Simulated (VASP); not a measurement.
Runs of VASP 6.6.1 on NbRu3C. The structure is that of space group Pm-3m (No. 221), or close to it. The cells are those of the table. 

| cell | gap on the mesh (eV) | pressure (GPa) |
| --- | --- | --- |
| a = 4.010 Å, 5 atoms | none | (b) |
| a = 4.038 Å, 5 atoms | none | 2.4 |
| a = 4.065 Å, 5 atoms | none | -3.3 |
| a = 4.119 Å, 5 atoms | none | -12.9 |
| a = 4.145 Å, 5 atoms | none | -16.9 |
| a = 4.092 Å, 5 atoms | none | -8.4 |
| a = 3.982 Å, 5 atoms | none | (a) |

Alike in all rows: task single point; level PBE; potentials or basis VASP PAW PBE potentials, release 64 (Nb_sv, Ru_pv, C); no spin polarisation; k mesh 6 × 6 × 6; cutoff (eV) 520; smearing fermi-dirac 0.1 eV.

Task: Estimate the missing entries.

Result: (a) 15.9; (b) 8.8.

Caveats: the cell stands under tension (at least some runs); the cell stands under pressure (at least some runs).

A k mesh can miss the band edges, and the runs leave out spin-orbit coupling on Nb, Ru.

A gap of «none» marks levels without a gap at the run's occupations.
